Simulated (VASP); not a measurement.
The system is NiO.

```
Ni O
1.0
     0.00000    2.09131    2.09131
     2.09131    0.00000    2.09131
     2.09131    2.09131    0.00000
Ni O
1 1
Direct
  0.00000 0.00000 0.00000
  0.50000 0.50000 0.50000
```

Program: VASP 6.6.1. Alike in all runs: task single point; level PBE+U; potentials or basis VASP PAW PBE potentials, release 64 (Ni_sv_GW, O); spin collinear, ferromagnetic start; cell as given; k mesh 11 × 11 × 11; cutoff (eV) 700; smearing fermi-dirac 0.05 eV.

Q: Order these runs on this cell by their band gap on the k mesh, lowest first.
A. U Ni d U = 8.0 eV
B. U Ni d U = 1.0 eV
C. U Ni d U = 3.0 eV
D. U Ni d U = 4.0 eV
E. U Ni d U = 5.0 eV

A: B (metal), C (1.01 eV), D (1.55 eV), E (2.09 eV), A (2.52 eV).

Caveats: a cell with one magnetic atom can't hold antiferromagnetic order, which such compounds often take; an odd mesh through Γ misses points on the zone boundary, where band edges can lie (at least some runs).
